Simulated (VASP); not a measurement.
# Sn8Te7 (a cell with a defect) in VASP: relaxation of the atoms with r2SCAN

Aim: the relaxation of the atoms of Sn8Te7 (a cell with a defect) with r2SCAN.

Everything below comes from runs of VASP 6.6.1. Logs are shortened: lines on timing, memory, paths and dates and some standing lists are left out, and cuts for length are marked.

## 1. The cell of the first run

The cell holds a defect, 15 atoms: a = 10.214 Å, b = 10.214 Å, c = 10.214 Å, α = 60.00°, β = 60.00°, γ = 60.00°.

## 2. Relaxation of the atoms, r2SCAN

Contents of POSCAR:

```
Sn8Te7
1.0
    0.0000000000      7.2223000000      7.2223000000
    7.2223000000      0.0000000000      7.2223000000
    7.2223000000      7.2223000000      0.0000000000
Sn Te
8 7
Direct
    0.0000000000      0.0000000000      0.0000000000
    0.0000000000      0.0000000000      0.5000000000
    0.0000000000      0.5000000000      0.0000000000
    0.0000000000      0.5000000000      0.5000000000
    0.5000000000      0.0000000000      0.0000000000
    0.5000000000      0.0000000000      0.5000000000
    0.5000000000      0.5000000000      0.0000000000
    0.5000000000      0.5000000000      0.5000000000
    0.3750000000      0.3750000000      0.8750000000
    0.3750000000      0.8750000000      0.3750000000
    0.3750000000      0.8750000000      0.8750000000
    0.8750000000      0.3750000000      0.3750000000
    0.8750000000      0.3750000000      0.8750000000
    0.8750000000      0.8750000000      0.3750000000
    0.8750000000      0.8750000000      0.8750000000
```

Contents of INCAR.step1:

```
SYSTEM = Sn8Te7
PREC = Accurate
ENCUT = 500
ISMEAR = -1
SIGMA = 0.05
LREAL = .False.
LASPH = .True.
NELM = 120
NELECT = 152.0
GGA = PE
ALGO = Normal
EDIFF = 1E-5
LWAVE = .True.
LCHARG = .False.
GGA_COMPAT = .False.
IBRION = 2
EDIFFG = -0.01
NELMIN = 4
NSW = 100
KPAR = 2
NCORE = 2
```

Contents of INCAR.step2:

```
SYSTEM = Sn8Te7
PREC = Accurate
ENCUT = 500
EDIFF = 1E-7
ISMEAR = -1
SIGMA = 0.05
LREAL = .False.
LASPH = .True.
NELM = 120
ALGO = Normal
ISIF = 2
LWAVE = .False.
LCHARG = .False.
METAGGA = R2SCAN
LMIXTAU = .True.
IBRION = 2
NSW = 45
EDIFFG = -0.05
NELECT = 152.0
ISTART = 1
GGA_COMPAT = .False.
NELMIN = 4
KPAR = 2
NCORE = 2
```

Contents of KPOINTS:

```
regular mesh
0
Gamma
  2 2 2
  0 0 0
```

Potentials or basis: VASP PAW PBE potentials, release 64 (Sn_d, Te).

Run with:

```
> cat potpaw_PBE.64/Sn_d/POTCAR potpaw_PBE.64/Te/POTCAR > POTCAR
> cp INCAR.step1 INCAR
> mpirun -np 4 vasp_std > vasp.out
> cp INCAR.step2 INCAR
> mpirun -np 4 vasp_std > vasp.out
```

OUTCAR:

```text
SYSTEM = Sn8Te7
   PREC = Accurate
   ENCUT = 500
   EDIFF = 1E-7
   ISMEAR = -1
   LREAL = .False.
   LASPH = .True.
   NELM = 120
   ISIF = 2
   METAGGA = R2SCAN
   IBRION = 2
   NSW = 45
   EDIFFG = -0.05
   NELECT = 152.0
   ISTART = 1
   NELMIN = 4

 ion  position               nearest neighbor table
   1  0.000  0.000  0.000-  11 3.13  13 3.13  14 3.13  15 3.13
   2  0.000  0.000  0.500-  10 3.13  12 3.13  15 3.13  14 3.13
   3  0.000  0.500  0.000-   9 3.13  12 3.13  15 3.13  13 3.13
   4  0.000  0.500  0.500-  13 3.13  14 3.13  12 3.13
   5  0.500  0.000  0.000-   9 3.13  10 3.13  15 3.13  11 3.13
   6  0.500  0.000  0.500-  11 3.13  14 3.13  10 3.13
   7  0.500  0.500  0.000-  11 3.13  13 3.13   9 3.13
   8  0.500  0.500  0.500-   9 3.13  10 3.13  12 3.13
   9  0.375  0.375  0.875-   3 3.13   5 3.13   8 3.13   7 3.13
  10  0.375  0.875  0.375-   2 3.13   5 3.13   8 3.13   6 3.13
  11  0.375  0.875  0.875-   1 3.13   6 3.13   7 3.13   5 3.13
  12  0.875  0.375  0.375-   2 3.13   3 3.13   8 3.13   4 3.13
  13  0.875  0.375  0.875-   1 3.13   4 3.13   7 3.13   3 3.13
  14  0.875  0.875  0.375-   1 3.13   4 3.13   6 3.13   2 3.13
  15  0.875  0.875  0.875-   2 3.13   3 3.13   5 3.13   1 3.13

  LATTYP: Found a face centered cubic cell.
 ALAT       =    14.4446000000

  Lattice vectors:

 A1 = (   0.0000000000,   7.2223000000,   7.2223000000)
 A2 = (   7.2223000000,   0.0000000000,   7.2223000000)
 A3 = (   7.2223000000,   7.2223000000,   0.0000000000)

Analysis of symmetry for initial positions (statically):
=====================================================================
 Subroutine PRICEL returns:
 Original cell was already a primitive cell.

 Routine SETGRP: Setting up the symmetry group for a
 face centered cubic supercell.

 Subroutine GETGRP returns: Found 24 space group operations
 (whereof  6 operations were pure point group operations)
 out of a pool of 48 trial point group operations.

The static configuration has the point symmetry C_3v.
 The point group associated with its full space group is T_d .

Analysis of symmetry for dynamics (positions and initial velocities):
=====================================================================
 Subroutine PRICEL returns:
 Original cell was already a primitive cell.

 Routine SETGRP: Setting up the symmetry group for a
 face centered cubic supercell.

 Subroutine GETGRP returns: Found 24 space group operations
 (whereof  6 operations were pure point group operations)
 out of a pool of 48 trial point group operations.

The dynamic configuration has the point symmetry C_3v.
 The point group associated with its full space group is T_d .

 Subroutine INISYM returns: Found 24 space group operations
 (whereof  6 operations are pure point group operations),
 and found     1 'primitive' translations

----------------------------------------------------------------------------------------

                                     Primitive cell

  volume of cell :     753.4537

  direct lattice vectors                    reciprocal lattice vectors
     0.000000000  7.222300000  7.222300000    -0.069230024  0.069230024  0.069230024
     7.222300000  0.000000000  7.222300000     0.069230024 -0.069230024  0.069230024
     7.222300000  7.222300000  0.000000000     0.069230024  0.069230024 -0.069230024

  length of vectors
    10.213874612 10.213874612 10.213874612     0.119909918  0.119909918  0.119909918

  position of ions in fractional coordinates (direct lattice)
     0.000000000  0.000000000  0.000000000
     0.000000000  0.000000000  0.500000000
     0.000000000  0.500000000  0.000000000
     0.000000000  0.500000000  0.500000000
     0.500000000  0.000000000  0.000000000
     0.500000000  0.000000000  0.500000000
     0.500000000  0.500000000  0.000000000
     0.500000000  0.500000000  0.500000000
     0.375000000  0.375000000  0.875000000
     0.375000000  0.875000000  0.375000000
     0.375000000  0.875000000  0.875000000
     0.875000000  0.375000000  0.375000000
     0.875000000  0.375000000  0.875000000
     0.875000000  0.875000000  0.375000000
     0.875000000  0.875000000  0.875000000

  ion indices of the primitive-cell ions
   primitive index   ion index
                 1           1
                 2           2
                 3           3
                 4           4
                 5           5
                 6           6
                 7           7
                 8           8
                 9           9
                10          10
                11          11
                12          12
                13          13
                14          14
                15          15

----------------------------------------------------------------------------------------

 KPOINTS: regular mesh

Automatic generation of k-mesh.
 Grid dimensions read from file:
 generate k-points for:    2    2    2

 Generating k-lattice:

  Cartesian coordinates                     Fractional coordinates (reciprocal lattice)
    -0.034615012  0.034615012  0.034615012     0.500000000  0.000000000  0.000000000
     0.034615012 -0.034615012  0.034615012     0.000000000  0.500000000  0.000000000
     0.034615012  0.034615012 -0.034615012     0.000000000  0.000000000  0.500000000

  Length of vectors
     0.059954959  0.059954959  0.059954959

  Shift w.r.t. Gamma in fractional coordinates (k-lattice)
     0.000000000  0.000000000  0.000000000

 Subroutine IBZKPT returns following result:
 ===========================================

 Found      3 irreducible k-points:

 Following reciprocal coordinates:
            Coordinates               Weight
  0.000000  0.000000  0.000000      1.000000
  0.500000  0.000000  0.000000      4.000000
  0.500000  0.500000  0.000000      3.000000
   k-points           NKPTS =      3   k-points in BZ     NKDIM =      3   number of bands    NBANDS=     91
   number of dos      NEDOS =    301   number of ions     NIONS =     15
   total plane-waves  NPLWV = 512000
   dimension x,y,z NGX =    80 NGY =   80 NGZ =   80
   dimension x,y,z NGXF=   160 NGYF=  160 NGZF=  160
   ions per type =               8   7
   NGX,Y,Z   is equivalent  to a cutoff of  13.02, 13.02, 13.02 a.u.
   NGXF,Y,Z  is equivalent  to a cutoff of  26.04, 26.04, 26.04 a.u.
 SYSTEM =  Sn8Te7
   PREC   = accura    normal or accurate (medium, high low for compatibility)
   ISTART =      1    job   : 0-new  1-cont  2-samecut
   ICHARG =      0    charge: 1-file 2-atom 10-const
   ISPIN  =      1    spin polarized calculation?
   LNONCOLLINEAR =      F non collinear calculations
   LSORBIT =      F    spin-orbit coupling
   LASPH  =      T    aspherical Exc in radial PAW
   ENCUT  =  500.0 eV  36.75 Ry    6.06 a.u.  18.62 18.62 18.62*2*pi/ulx,y,z
   NELM   =    120;   NELMIN=  4; NELMDL=  0     # of ELM steps
   EDIFF  = 0.1E-06   stopping-criterion for ELM
   LREAL  =      F    real-space projection
   EDIFFG = -.5E-01   stopping-criterion for IOM
   NSW    =     45    number of steps for IOM
   IBRION =      2    ionic relax: 0-MD 1-quasi-New 2-CG
   NFREE  =      1    steps in history (QN), initial steepest desc. (CG)
   ISIF   =      2    stress and relaxation
   ISYM   =      2    0-nonsym 1-usesym 2-fastsym
   POTIM  = 0.5000    time-step for ionic-motion
   TEBEG  =    0.0;   TEEND  =   0.0 temperature during run
   PSTRESS=    0.0 pullay stress
   NELECT =     152.0000    total number of electrons
   NUPDOWN=      -1.0000    fix difference up-down
   EMIN   =  10.00;   EMAX   =-10.00  energy-range for DOS
   EFERMI =   0.00;   METHOD = LEGACY
   ISMEAR =    -1;   SIGMA  =   0.05  broadening in eV -4-tet -1-fermi 0-gaus
   EFERMI_NEDOS =   21; number of points for ismear=-14 and -15
   IALGO  =     38    algorithm
   IMIX   =      4    mixing-type and parameters
     AMIX     =   0.40;   BMIX     =  1.00
     AMIX_MAG =   1.60;   BMIX_MAG =  1.00
  volume/ion in A,a.u.               =      50.23       338.97
  Fermi-wavevector in a.u.,A,eV,Ry     =   0.960146  1.814412 12.542937  0.921880
  Thomas-Fermi vector in A             =   2.089404
   LORBIT       =      0    0 simple, 1 ext, 2 COOP (PROOUT), +10 PAW based schemes
   METAGGA = R2SCAN    functional components
   LHFCALC =     F    Hartree Fock is set to
   AEXX    =    0.0000 exact exchange contribution
   IVDW    =     0    specifies the selected vdW correction
   LEPSILON=     F    determine dielectric tensor
   LRPA    =     F    only Hartree local field effects (RPA)
 conjugate gradient relaxation of ions
 non-spin polarized calculation
  energy-cutoff  :      500.00
  volume of cell :      753.45
 maximum number of plane-waves:     19195
 NGX is ok and might be reduce to    80
   NGX = 37   NGY = 37   NGZ = 37

--------------------------------------- Ionic step        1  -------------------------------------------

 number of electron     151.9999995 magnetization

 Free energy of the ion-electron system (eV)
  ---------------------------------------------------
  ext. energy  EPLUGINS =         0.00000000
  ---------------------------------------------------
  free energy    TOTEN  =      -379.21085727 eV

  energy without entropy =     -379.19916989  energy(sigma->0) =     -379.20501358

------------------------ aborting loop because EDIFF is reached ----------------------------------------

  FORCE on cell =-STRESS in cart. coord.  units (eV):
  Direction    XX          YY          ZZ          XY          YZ          ZX
  --------------------------------------------------------------------------------------
  -------------------------------------------------------------------------------------
  Total      -22.4909054    -22.4909054    -22.4909054      0.0000000      0.0000000     -0.0000000
  in kB      -47.8256580    -47.8256580    -47.8256580      0.0000000      0.0000000     -0.0000000
  external PRESSURE =     -47.8256580 kB  Pullay stress =       0.0000000 kB
[... 328 lines left out ...]
  energy  without entropy=     -380.0430744908  energy(sigma->0) =     -380.04308922

--------------------------------------- Ionic step        8  -------------------------------------------

 number of electron     152.0000008 magnetization

 Free energy of the ion-electron system (eV)
  ---------------------------------------------------
  ext. energy  EPLUGINS =         0.00000000
  ---------------------------------------------------
  free energy    TOTEN  =      -380.05494802 eV

  energy without entropy =     -380.05490800  energy(sigma->0) =     -380.05492801

 E-fermi :   2.3336     XC(G=0):  -7.5494

 val. band max:        1.7813662613   @ k =   0.5000   0.5000   0.0000
 cond. band min:       2.7814817798   @ k =   0.0000   0.0000   0.0000
 fundamental gap:      1.0001155185
 Fermi energy:         2.3335556923

 k-point     1 :       0.0000    0.0000    0.0000
  band No.  band energies     occupation
      1     -20.2590      2.00000
      2     -20.2542      2.00000
      3     -20.2542      2.00000
      4     -20.2542      2.00000
      5     -20.2510      2.00000
      6     -20.2510      2.00000
[... 262 lines left out ...]
     87       4.5195      0.00000
     88       4.7155      0.00000
 [bands above 88 left out]

------------------------ aborting loop because EDIFF is reached ----------------------------------------

  FORCE on cell =-STRESS in cart. coord.  units (eV):
  Direction    XX          YY          ZZ          XY          YZ          ZX
  --------------------------------------------------------------------------------------
  -------------------------------------------------------------------------------------
  Total      -24.3035135    -24.3035135    -24.3035135      0.0000000      0.0000000      0.0000000
  in kB      -51.6800681    -51.6800681    -51.6800681      0.0000000      0.0000000      0.0000000
  external PRESSURE =     -51.6800681 kB  Pullay stress =       0.0000000 kB
[... 30 lines left out ...]
  FREE ENERGIE OF THE ION-ELECTRON SYSTEM (eV)
  ---------------------------------------------------
  free  energy   TOTEN  =      -380.0549480173 eV

  energy  without entropy=     -380.0549080047  energy(sigma->0) =     -380.05492801

 reached required accuracy - stopping structural energy minimisation
```

Run time: 84 min. Hardware: 4 MPI ranks of Intel Xeon Platinum 8488C (Sapphire Rapids), shared host; peak memory 0.82 GiB.

What came out:

| Item | Value |
| --- | --- |
| Free energy | -380.0549 eV |
| Energy gained by relaxing | 56.3 meV/atom |
| Ionic steps | 8 |
| Largest force after relaxing | 0.029 eV/Å |

Forces in eV/Å, atoms in the order of the input:
```
Sn   0.015  0.015  0.015
Sn  -0.015 -0.015  0.015
Sn  -0.015  0.015 -0.015
Sn   0.013 -0.013 -0.013
Sn   0.015 -0.015 -0.015
Sn  -0.013  0.013 -0.013
Sn  -0.013 -0.013  0.013
Sn   0.013  0.013  0.013
Te   0.000  0.000 -0.029
Te   0.000 -0.029  0.000
Te   0.029  0.000  0.000
Te  -0.029  0.000  0.000
Te   0.000  0.029  0.000
Te   0.000  0.000  0.029
Te   0.000  0.000  0.000
```

The path:
```tsv
step	energy change (eV)	largest force (eV/Å)	pressure (GPa)
1	0.0000	0.8340	-4.78
2	-0.2071	0.7397	-4.83
3	-0.6503	0.4052	-4.92
4	-0.6159	0.5250	-4.76
5	-0.7961	0.2924	-4.91
6	-0.7964	0.3028	-4.90
7	-0.8322	0.1616	-5.03
8	-0.8441	0.0293	-5.17
```

Final structure:
```yaml
crystal:
  lattice:
    - [0.00000, 7.22230, 7.22230]
    - [7.22230, 0.00000, 7.22230]
    - [7.22230, 7.22230, 0.00000]
  atoms:
    - { symbol: Sn, position: [0.99891, 0.99891, 0.99891] }
    - { symbol: Sn, position: [0.99891, 0.99891, 0.50326] }
    - { symbol: Sn, position: [0.99891, 0.50326, 0.99891] }
    - { symbol: Sn, position: [0.01092, 0.49636, 0.49636] }
    - { symbol: Sn, position: [0.50326, 0.99891, 0.99891] }
    - { symbol: Sn, position: [0.49636, 0.01092, 0.49636] }
    - { symbol: Sn, position: [0.49636, 0.49636, 0.01092] }
    - { symbol: Sn, position: [0.49636, 0.49636, 0.49636] }
    - { symbol: Te, position: [0.39610, 0.39610, 0.85390] }
    - { symbol: Te, position: [0.39610, 0.85390, 0.39610] }
    - { symbol: Te, position: [0.39610, 0.85390, 0.85390] }
    - { symbol: Te, position: [0.85390, 0.39610, 0.39610] }
    - { symbol: Te, position: [0.85390, 0.39610, 0.85390] }
    - { symbol: Te, position: [0.85390, 0.85390, 0.39610] }
    - { symbol: Te, position: [0.87500, 0.87500, 0.87500] }
```

Caveat: the cell carries a net charge on a neutralising background, which shifts energy and pressure; the cell is charged against a uniform background, so pressure and absolute levels hang on convention; the PAW data sets were made with another functional, which shifts forces and pressure a little; spin-orbit coupling is left out, which moves the levels of the heavy elements; the relaxation stopped at a loose force limit of 0.05 eV/Å, so its end isn't a converged minimum.
